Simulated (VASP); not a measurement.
# Sr4TmSi (P4/mmm) in VASP: a series of runs

Sr4TmSi is run at these levels: PBE; tasks: single point.

Everything below comes from runs of VASP 6.6.1. Logs are shortened: lines on timing, memory, paths and dates and some standing lists are left out, and cuts for length are marked.

### Step 1. The cell of the first run

The structure is tetragonal, space group P4/mmm (No. 123). Conventional cell: a = 5.387 Å, b = 5.387 Å, c = 9.259 Å, α = 90.00°, β = 90.00°, γ = 90.00°. Within 4.3 Å of Sr (site symmetry 2mm) lie 2 Si at 3.29 Å and 5 Sr at 3.76 to 3.81 Å and 2 Tm at 3.85 Å. Within 5.1 Å of Tm (site symmetry 4/mmm) lie 8 Sr at 3.85 Å. Si (site symmetry 4/mmm) has 8 Sr at 3.29 Å within 4.3 Å.

The cell was built from a structure type or drawn by symmetry, and may not be a known phase.

### Step 2. Single point, PBE

The input, INCAR:

```
SYSTEM = Sr4TmSi
  PREC = Accurate
  ENCUT = 500
  EDIFF = 1E-6
  ISMEAR = 0
  SIGMA = 0.2
  LREAL = .False.
  LASPH = .True.
  NELM = 200
  ALGO = Normal
  ISIF = 2
  LWAVE = .False.
  LCHARG = .False.
  GGA = PE
  NBANDS = 36
  GGA_COMPAT = .False.
  LMAXMIX = 6
```

The input, KPOINTS:

```
regular mesh
0
Gamma
  3 3 3
  0 0 0
```

The input, POSCAR:

```
Sr4TmSi
1.0
    5.3865826891      0.0000000000      0.0000000000
    0.0000000000      5.3865826891      0.0000000000
    0.0000000000      0.0000000000      9.2590050391
Sr Tm Si
4 1 1
Direct
    0.0000000000      0.5000000000      0.7967362287
    0.5000000000      0.0000000000      0.7967362287
    0.0000000000      0.5000000000      0.2032637713
    0.5000000000      0.0000000000      0.2032637713
    0.0000000000      0.0000000000      0.5000000000
    0.5000000000      0.5000000000      0.0000000000
```

Potentials or basis: VASP PAW PBE potentials, release 64 (Sr_sv, Tm_3, Si), 4f in core.

Launch:

```console
cat potpaw_PBE.64/Sr_sv/POTCAR potpaw_PBE.64/Tm_3/POTCAR potpaw_PBE.64/Si/POTCAR > POTCAR
mpirun -np 1 vasp_std > vasp.out
```

OUTCAR:

```text
SYSTEM = Sr4TmSi
   PREC = Accurate
   ENCUT = 500
   EDIFF = 1E-6
   ISMEAR = 0
   LREAL = .False.
   LASPH = .True.
   NELM = 200
   ISIF = 2
   GGA = PE

 ion  position               nearest neighbor table
   1  0.000  0.500  0.797-   6 3.29   6 3.29   3 3.76   2 3.81   2 3.81   2 3.81   2 3.81   5 3.85
                             5 3.85
   2  0.500  0.000  0.797-   6 3.29   6 3.29   4 3.76   1 3.81   1 3.81   1 3.81   1 3.81   5 3.85
                             5 3.85
   3  0.000  0.500  0.203-   6 3.29   6 3.29   1 3.76   4 3.81   4 3.81   4 3.81   4 3.81   5 3.85
                             5 3.85
   4  0.500  0.000  0.203-   6 3.29   6 3.29   2 3.76   3 3.81   3 3.81   3 3.81   3 3.81   5 3.85
                             5 3.85
   5  0.000  0.000  0.500-   1 3.85   2 3.85   3 3.85   4 3.85   1 3.85   3 3.85   2 3.85   4 3.85

   6  0.500  0.500  0.000-   1 3.29   2 3.29   3 3.29   4 3.29   2 3.29   4 3.29   1 3.29   3 3.29

  LATTYP: Found a simple tetragonal cell.
 ALAT       =     5.3865826891
 C/A-ratio  =     1.7189014953

  Lattice vectors:

 A1 = (   5.3865826891,   0.0000000000,   0.0000000000)
 A2 = (   0.0000000000,   5.3865826891,   0.0000000000)
 A3 = (   0.0000000000,   0.0000000000,   9.2590050391)

Analysis of symmetry for initial positions (statically):
=====================================================================
 Subroutine PRICEL returns:
 Original cell was already a primitive cell.

 Routine SETGRP: Setting up the symmetry group for a
 simple tetragonal supercell.

 Subroutine GETGRP returns: Found 16 space group operations
 (whereof 16 operations were pure point group operations)
 out of a pool of 16 trial point group operations.

The static configuration has the point symmetry D_4h.

Analysis of symmetry for dynamics (positions and initial velocities):
=====================================================================
 Subroutine PRICEL returns:
 Original cell was already a primitive cell.

 Routine SETGRP: Setting up the symmetry group for a
 simple tetragonal supercell.

 Subroutine GETGRP returns: Found 16 space group operations
 (whereof 16 operations were pure point group operations)
 out of a pool of 16 trial point group operations.

The dynamic configuration has the point symmetry D_4h.

 Subroutine INISYM returns: Found 16 space group operations
 (whereof 16 operations are pure point group operations),
 and found     1 'primitive' translations

----------------------------------------------------------------------------------------

                                     Primitive cell

  volume of cell :     268.6526

  direct lattice vectors                    reciprocal lattice vectors
     5.386582689  0.000000000  0.000000000     0.185646459  0.000000000  0.000000000
     0.000000000  5.386582689  0.000000000     0.000000000  0.185646459  0.000000000
     0.000000000  0.000000000  9.259005039     0.000000000  0.000000000  0.108002965

  length of vectors
     5.386582689  5.386582689  9.259005039     0.185646459  0.185646459  0.108002965

  position of ions in fractional coordinates (direct lattice)
     0.000000000  0.500000000  0.796736229
     0.500000000  0.000000000  0.796736229
     0.000000000  0.500000000  0.203263771
     0.500000000  0.000000000  0.203263771
     0.000000000  0.000000000  0.500000000
     0.500000000  0.500000000  0.000000000

  ion indices of the primitive-cell ions
   primitive index   ion index
                 1           1
                 2           2
                 3           3
                 4           4
                 5           5
                 6           6

----------------------------------------------------------------------------------------

 KPOINTS: regular mesh

Automatic generation of k-mesh.
 Grid dimensions read from file:
 generate k-points for:    3    3    3

 Generating k-lattice:

  Cartesian coordinates                     Fractional coordinates (reciprocal lattice)
     0.061882153  0.000000000  0.000000000     0.333333333  0.000000000  0.000000000
     0.000000000  0.061882153  0.000000000     0.000000000  0.333333333  0.000000000
     0.000000000  0.000000000  0.036000988     0.000000000  0.000000000  0.333333333

  Length of vectors
     0.061882153  0.061882153  0.036000988

  Shift w.r.t. Gamma in fractional coordinates (k-lattice)
     0.000000000  0.000000000  0.000000000

 Subroutine IBZKPT returns following result:
 ===========================================

 Found      6 irreducible k-points:

 Following reciprocal coordinates:
            Coordinates               Weight
  0.000000  0.000000  0.000000      1.000000
  0.333333  0.000000  0.000000      4.000000
  0.333333  0.333333  0.000000      4.000000
  0.000000  0.000000  0.333333      2.000000
  0.333333  0.000000  0.333333      8.000000
  0.333333  0.333333  0.333333      8.000000
   k-points           NKPTS =      6   k-points in BZ     NKDIM =      6   number of bands    NBANDS=     36
   number of dos      NEDOS =    301   number of ions     NIONS =      6
   total plane-waves  NPLWV = 112000
   dimension x,y,z NGX =    40 NGY =   40 NGZ =   70
   dimension x,y,z NGXF=    80 NGYF=   80 NGZF=  140
   ions per type =               4   1   1
   NGX,Y,Z   is equivalent  to a cutoff of  12.35, 12.35, 12.57 a.u.
   NGXF,Y,Z  is equivalent  to a cutoff of  24.69, 24.69, 25.14 a.u.
 SYSTEM =  Sr4TmSi
   PREC   = accura    normal or accurate (medium, high low for compatibility)
   ISTART =      0    job   : 0-new  1-cont  2-samecut
   ICHARG =      2    charge: 1-file 2-atom 10-const
   ISPIN  =      1    spin polarized calculation?
   LNONCOLLINEAR =      F non collinear calculations
   LSORBIT =      F    spin-orbit coupling
   LASPH  =      T    aspherical Exc in radial PAW
   ENCUT  =  500.0 eV  36.75 Ry    6.06 a.u.   9.82  9.82 16.88*2*pi/ulx,y,z
   NELM   =    200;   NELMIN=  2; NELMDL= -5     # of ELM steps
   EDIFF  = 0.1E-05   stopping-criterion for ELM
   LREAL  =      F    real-space projection
   EDIFFG = 0.1E-04   stopping-criterion for IOM
   NSW    =      0    number of steps for IOM
   IBRION =     -1    ionic relax: 0-MD 1-quasi-New 2-CG
   NFREE  =      0    steps in history (QN), initial steepest desc. (CG)
   ISIF   =      2    stress and relaxation
   ISYM   =      2    0-nonsym 1-usesym 2-fastsym
   POTIM  = 0.5000    time-step for ionic-motion
   TEBEG  =    0.0;   TEEND  =   0.0 temperature during run
   PSTRESS=    0.0 pullay stress
   NELECT =      53.0000    total number of electrons
   NUPDOWN=      -1.0000    fix difference up-down
   EMIN   =  10.00;   EMAX   =-10.00  energy-range for DOS
   EFERMI =   0.00;   METHOD = LEGACY
   ISMEAR =     0;   SIGMA  =   0.20  broadening in eV -4-tet -1-fermi 0-gaus
   EFERMI_NEDOS =   21; number of points for ismear=-14 and -15
   IALGO  =     38    algorithm
   IMIX   =      4    mixing-type and parameters
     AMIX     =   0.40;   BMIX     =  1.00
     AMIX_MAG =   1.60;   BMIX_MAG =  1.00
  volume/ion in A,a.u.               =      44.78       302.16
  Fermi-wavevector in a.u.,A,eV,Ry     =   0.953022  1.800951 12.357516  0.908252
  Thomas-Fermi vector in A             =   2.081639
   LORBIT       =      0    0 simple, 1 ext, 2 COOP (PROOUT), +10 PAW based schemes
   GGA     = PE    functional components
   LHFCALC =     F    Hartree Fock is set to
   AEXX    =    0.0000 exact exchange contribution
   IVDW    =     0    specifies the selected vdW correction
   LEPSILON=     F    determine dielectric tensor
   LRPA    =     F    only Hartree local field effects (RPA)
 non-spin polarized calculation
 Gauss-broadening in eV      SIGMA  =   0.20
  energy-cutoff  :      500.00
  volume of cell :      268.65
 maximum number of plane-waves:      6841
 NGX is ok and might be reduce to    40
   NGX = 19   NGY = 19   NGZ = 33

 number of electron      52.9999998 magnetization

 Free energy of the ion-electron system (eV)
  ---------------------------------------------------
  ext. energy  EPLUGINS =         0.00000000
  ---------------------------------------------------
  free energy    TOTEN  =       -15.01513408 eV

  energy without entropy =      -14.82107177  energy(sigma->0) =      -14.91810293

 E-fermi :   1.7659     XC(G=0):  -7.7638

 val. band max:        1.7173987480   @ k =   0.3333   0.0000   0.3333
 cond. band min:       1.7965520368   @ k =   0.3333   0.3333   0.3333
 fundamental gap:      0.0791532888
 Fermi energy:         1.7659328489

 k-point     1 :       0.0000    0.0000    0.0000
  band No.  band energies     occupation
      1     -34.3323      2.00000
      2     -34.3199      2.00000
      3     -34.2901      2.00000
      4     -34.2784      2.00000
      5     -25.2038      2.00000
      6     -25.2038      2.00000
[... 28 lines left out ...]
     35       3.4739      0.00000
     36       3.8455      0.00000

 k-point     2 :       0.3333    0.0000    0.0000
  band No.  band energies     occupation
      1     -34.3217      2.00000
      2     -34.3095      2.00000
      3     -34.3006      2.00000
      4     -34.2887      2.00000
      5     -25.2048      2.00000
      6     -25.2038      2.00000
[... 28 lines left out ...]
     35       3.8457      0.00000
     36       4.1076      0.00000

 k-point     3 :       0.3333    0.3333    0.0000
  band No.  band energies     occupation
      1     -34.3163      2.00000
      2     -34.3057      2.00000
      3     -34.3041      2.00000
      4     -34.2937      2.00000
      5     -25.2048      2.00000
      6     -25.2048      2.00000
[... 28 lines left out ...]
     35       3.7526      0.00000
     36       3.9734      0.00000

 k-point     4 :       0.0000    0.0000    0.3333
  band No.  band energies     occupation
      1     -34.3323      2.00000
      2     -34.3199      2.00000
      3     -34.2901      2.00000
      4     -34.2784      2.00000
      5     -25.2038      2.00000
      6     -25.2038      2.00000
[... 28 lines left out ...]
     35       3.6825      0.00000
     36       3.8758      0.00000

 k-point     5 :       0.3333    0.0000    0.3333
  band No.  band energies     occupation
      1     -34.3217      2.00000
      2     -34.3095      2.00000
      3     -34.3005      2.00000
      4     -34.2887      2.00000
      5     -25.2048      2.00000
      6     -25.2038      2.00000
[... 28 lines left out ...]
     35       3.6909      0.00000
     36       4.2351      0.00000

 k-point     6 :       0.3333    0.3333    0.3333
  band No.  band energies     occupation
      1     -34.3162      2.00000
      2     -34.3057      2.00000
      3     -34.3042      2.00000
      4     -34.2938      2.00000
      5     -25.2048      2.00000
      6     -25.2048      2.00000
[... 28 lines left out ...]
     35       3.7654      0.00000
     36       4.0639      0.00000

------------------------ aborting loop because EDIFF is reached ----------------------------------------

  FORCE on cell =-STRESS in cart. coord.  units (eV):
  Direction    XX          YY          ZZ          XY          YZ          ZX
  --------------------------------------------------------------------------------------
  -------------------------------------------------------------------------------------
  Total        0.0142397      0.0142397      0.3922396      0.0000000      0.0000000     -0.0000000
  in kB        0.0849220      0.0849220      2.3392196      0.0000000      0.0000000     -0.0000000
  external PRESSURE =       0.8363545 kB  Pullay stress =       0.0000000 kB

 VOLUME and BASIS-vectors are now :
 -----------------------------------------------------------------------------
  energy-cutoff  :      500.00
  volume of cell :      268.65
      direct lattice vectors                 reciprocal lattice vectors
     5.386582689  0.000000000  0.000000000     0.185646459  0.000000000  0.000000000
     0.000000000  5.386582689  0.000000000     0.000000000  0.185646459  0.000000000
     0.000000000  0.000000000  9.259005039     0.000000000  0.000000000  0.108002965

 POSITION                                       TOTAL-FORCE (eV/Angst)
 -----------------------------------------------------------------------------------
      0.00000      2.69329      7.37698        -0.000000      0.000000     -0.013145
      2.69329      0.00000      7.37698        -0.000000      0.000000     -0.013145
      0.00000      2.69329      1.88202         0.000000     -0.000000      0.013145
      2.69329      0.00000      1.88202        -0.000000      0.000000      0.013145
      0.00000      0.00000      4.62950        -0.000000      0.000000     -0.000000
      2.69329      2.69329      0.00000        -0.000000      0.000000     -0.000000
 -----------------------------------------------------------------------------------
    total drift:                                0.000000      0.000000     -0.000000

  FREE ENERGIE OF THE ION-ELECTRON SYSTEM (eV)
  ---------------------------------------------------
  free  energy   TOTEN  =       -15.0151340837 eV

  energy  without entropy=      -14.8210717677  energy(sigma->0) =      -14.91810293
```

Run time: 59 s. Hardware: 1 thread of Intel Xeon Platinum 8488C (Sapphire Rapids), shared host; peak memory 0.34 GiB.

Results:

```yaml
Free_energy: -15.0151 eV
Pressure: 0.1 GPa
Largest_force: 0.013 eV/Å
Band_gap_on_the_k_mesh: zero (an odd number of electrons rules out a gap without spin polarisation)
```

Forces in eV/Å, atoms in the order of the input:
```
Sr   0.000  0.000 -0.013
Sr   0.000  0.000 -0.013
Sr   0.000  0.000  0.013
Sr   0.000  0.000  0.013
Tm   0.000  0.000  0.000
Si   0.000  0.000  0.000
```

Stress tensor (GPa, compression positive):
```
0.01 0.00 0.00
0.00 0.01 0.00
0.00 0.00 0.23
```

Caveat: the k points lie up to 0.39 Å⁻¹ apart, too coarse for converged energies and pressures of a metal; spin-orbit coupling is left out, which moves the levels of the heavy elements; the 4f electrons are frozen in the core, so they carry no moment and show no levels. Spin polarisation is off, so any magnetic state and its effect on volume and gap are missing.

### Step 3. Single point, PBE

This run uses another cell than the first one, of 45.42 Å³/atom.

The input, INCAR:

```
PREC     = Accurate       # precision mode
ENCUT    = 500            # plane-wave cutoff, eV
EDIFF    = 1E-6           # SCF threshold, eV
ISMEAR   = 0              # smearing method
SIGMA    = 0.2            # smearing width, eV
LREAL    = False          # projectors in reciprocal space
LASPH    = True           # aspherical terms in the spheres
NELM     = 200            # most SCF steps
ALGO     = Normal         # electronic algorithm
ISIF     = 2              # what is computed and relaxed
LWAVE    = False          # write WAVECAR
LCHARG   = False          # write CHGCAR
GGA      = PE             # functional
NBANDS   = 36             # bands
GGA_COMPAT= False        
LMAXMIX  = 6              # l up to which the mixer works
```

The input, KPOINTS:

```
Automatic mesh
0
Gamma
  4 4 3
```

The input, POSCAR:

```
Sr4TmSi
1.0
    5.3681196114      0.0000000000      0.0000000000
    0.0000000000      5.3681196114      0.0000000000
    0.0000000000      0.0000000000      9.4574261728
Sr Tm Si
4 1 1
Direct
    0.5000000000      0.0000000000      0.8007748587
    0.0000000000      0.5000000000      0.1992251413
    0.5000000000      0.0000000000      0.1992251413
    0.0000000000      0.5000000000      0.8007748587
    0.5000000000      0.5000000000      0.5000000000
    0.0000000000      0.0000000000      0.0000000000
```

Potentials or basis: VASP PAW PBE potentials, release 64 (Sr_sv, Tm_3, Si), 4f in core.

Launch:

```console
cat potpaw_PBE.64/Sr_sv/POTCAR potpaw_PBE.64/Tm_3/POTCAR potpaw_PBE.64/Si/POTCAR > POTCAR
mpirun -np 1 vasp_std > vasp.out
```

It took 1.8 min on 1 thread of Intel Xeon Platinum 8488C (Sapphire Rapids), shared host; peak memory 0.38 GiB.

It converged, with:

| Quantity | Value |
| --- | --- |
| Free energy | -15.0678 eV |
| Pressure | -0.1 GPa |
| Largest force | 0.018 eV/Å |
| Band gap on the k mesh | zero (an odd number of electrons rules out a gap without spin polarisation) |

Forces on the atoms (eV/Å):
```
Sr   0.000  0.000 -0.018
Sr   0.000  0.000  0.018
Sr   0.000  0.000  0.018
Sr   0.000  0.000 -0.018
Tm   0.000  0.000  0.000
Si   0.000  0.000  0.000
```

Stress tensor (GPa, compression positive):
```
-0.15  0.00  0.00
 0.00 -0.15  0.00
 0.00  0.00  0.03
```

Levels at points of the mesh, in eV from the Fermi level:
```
           k point  band 23  band 24  band 25  band 26  band 27  band 28  band 29  band 30  band 31  band 32
(0.00, 0.00, 0.00)    -1.04    -1.04    -0.92    -0.62    -0.04     0.53     0.53     0.60     0.79     1.53
(0.50, 0.00, 0.00)    -1.50    -0.93    -0.93    -0.45    -0.03     0.17     0.55     0.82     1.17     1.29
(0.50, 0.50, 0.00)    -1.73    -0.60    -0.37    -0.24    -0.24    -0.15     0.44     0.44     0.50     1.55
```

Caveat: spin-orbit coupling is left out, which moves the levels of the heavy elements; the 4f electrons are frozen in the core, so they carry no moment and show no levels. Spin polarisation is off, so any magnetic state and its effect on volume and gap are missing.
